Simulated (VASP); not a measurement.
SiC: single point with PBE

The system is SiC.

```
Si C
1.0
     3.21788    0.00000    0.00000
    -1.60894    2.78677    0.00000
     0.00000    0.00000   10.12934
Si C
4 4
Direct
  0.66667 0.33333 0.93784
  0.33333 0.66667 0.43784
  0.00000 0.00000 0.68790
  0.00000 0.00000 0.18790
  0.66667 0.33333 0.74981
  0.33333 0.66667 0.24981
  0.00000 0.00000 0.50045
  0.00000 0.00000 0.00045
```

This cell differs from its parent crystal: strain +0.040 along x and y, +0.000 along z.

| Property | Result |
| --- | --- |
| Program | VASP 6.6.1 |
| Task | single point |
| Functional | PBE |
| Potentials or basis | VASP PAW PBE potentials, release 64 (Si, C) |
| Cutoff | 520 eV |
| k mesh | 12 × 12 × 4 |
| Occupations | gaussian, width 0.05 eV |
| Spin | no spin polarisation |

- Pressure: -14.0 GPa
- Largest force: 0.279 eV/Å
- Band gap on the k mesh: 2.05 eV, indirect (least direct gap 3.12 eV)

Forces on the atoms (eV/Å):
```
Si   0.000  0.000  0.250
Si   0.000  0.000  0.250
Si   0.000  0.000  0.259
Si   0.000  0.000  0.259
C    0.000  0.000 -0.279
C    0.000  0.000 -0.279
C    0.000  0.000 -0.230
C    0.000  0.000 -0.230
```

Stress tensor (GPa, compression positive):
```
-19.88   0.00   0.00
  0.00 -19.88   0.00
  0.00   0.00  -2.19
```

Levels at points of the mesh, in eV from the valence-band top:
| k point | band 12 | band 13 | band 14 | band 15 | band 16 | band 17 | band 18 | band 19 | band 20 | band 21 |
| --- | --- | --- | --- | --- | --- | --- | --- | --- | --- | --- |
| (0.00, 0.00, 0.00) | -0.75 | -0.75 | -0.09 | -0.09 | 0.00 | 3.71 | 4.35 | 5.04 | 5.13 | 6.07 |
| (0.50, 0.00, 0.00) | -2.41 | -2.37 | -2.01 | -1.46 | -1.07 | 2.05 | 2.23 | 3.76 | 4.30 | 4.96 |
| (0.00, 0.00, 0.50) | -1.26 | -0.33 | -0.33 | -0.33 | -0.33 | 3.94 | 3.94 | 5.39 | 5.39 | 6.23 |
| (0.50, 0.00, 0.50) | -3.06 | -2.37 | -2.37 | -1.53 | -1.53 | 2.39 | 2.39 | 4.01 | 4.01 | 5.58 |

Run time: 100 s on 1 thread of Intel Xeon 6975P-C, with other jobs on the host, peak memory 0.25 GiB.

Caveat: the cell differs from its parent crystal (strain +0.040 along x and y, +0.000 along z). A k mesh can miss the band edges.
